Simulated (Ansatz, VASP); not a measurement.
## Os: VASP beside Ansatz

```
CELL_PARAMETERS angstrom
2.71752 0.00000 0.00000
-1.35876 2.35345 0.00000
0.00000 0.00000 4.28446
ATOMIC_POSITIONS crystal
Os 0.33333 0.66667 0.25000
Os 0.66667 0.33333 0.75000
```

Alike in both runs: task single point; functional LDA; k mesh 5 × 5 × 3; occupations fermi-dirac, width 0.1 eV; no spin polarisation.

```csv
,VASP,Ansatz
version,VASP 6.6.1,Ansatz 0.2.0
potentials or method,"VASP PAW LDA potentials, release 64 (Os), cutoff 520 eV","plane waves (420 eV) with PAW, scalar-relativistic"
valence electrons in the cell,16,32
```

```tsv
	VASP	Ansatz	Ansatz less VASP
pressure (GPa)	2.2	1.3	-0.96
traceless stress, the component that is largest in VASP (GPa)	7.24	7.51	+0.278
```

Ansatz warns that its potentials were made for another functional, while VASP's fit it. LDA's correlation is that of Perdew and Zunger in VASP and of Perdew and Wang (1992) in Ansatz. VASP's potentials hold 16 valence electrons a cell and Ansatz's 32, so a difference there can come from the potentials and not from the codes.

The k mesh is coarse, so the values compare programs but aren't converged. Neither program's run includes spin-orbit coupling.
